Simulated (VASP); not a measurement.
Set up this calculation in VASP 6.6.1, as the native input.

```
Task                   : single point
Functional             : PBE
Potentials or basis    : VASP PAW PBE potentials, release 64 (Sc_sv, Al)
Cutoff                 : 520 eV
k mesh                 : 4 × 4 × 4
Occupations            : gaussian, width 0.1 eV
Spin                   : no spin polarisation
Dipole correction      : no
Further INCAR settings : ALGO = Normal; EDIFF = 1e-07; NBANDS = 28
```

The structure of Sc3Al2 lies in POSCAR:

```
Sc3Al2
1.0
    5.0952800911      0.0000000000      0.0000000000
    0.0000000000      5.0952800911      0.0000000000
    0.0000000000      0.0000000000      5.0952800911
Sc Al
3 2
Direct
    0.5000000000      0.0000000000      0.0000000000
    0.0000000000      0.5000000000      0.0000000000
    0.0000000000      0.0000000000      0.5000000000
    0.0000000000      0.0000000000      0.0000000000
    0.5000000000      0.5000000000      0.5000000000
```

The cell was generated, and may not be a known phase.

The input as run:

INCAR

```
  PREC = Accurate
  ENCUT = 520
  EDIFF = 1E-7
  ISMEAR = 0
  SIGMA = 0.1
  LREAL = F
  LASPH = T
  NELM = 60
  ALGO = Normal
  ISIF = 2
  LWAVE = F
  LCHARG = F
  GGA = PE
  NBANDS = 28
```

KPOINTS

```
regular mesh
0
Gamma
  4 4 4
```

Potentials or basis: VASP PAW PBE potentials, release 64 (Sc_sv, Al).

Command:

```console
$ cat potpaw_PBE.64/Sc_sv/POTCAR potpaw_PBE.64/Al/POTCAR > POTCAR
$ mpirun -np 1 vasp_std > vasp.out
```

It gave:

```json
{
 "Pressure": "-0.2 GPa",
 "Band gap on the k mesh": "zero (an odd number of electrons rules out a gap without spin polarisation)"
}
```

It took 90 s on 1 thread of Intel Xeon 8259CL, on a shared host, peak memory 0.25 GiB.
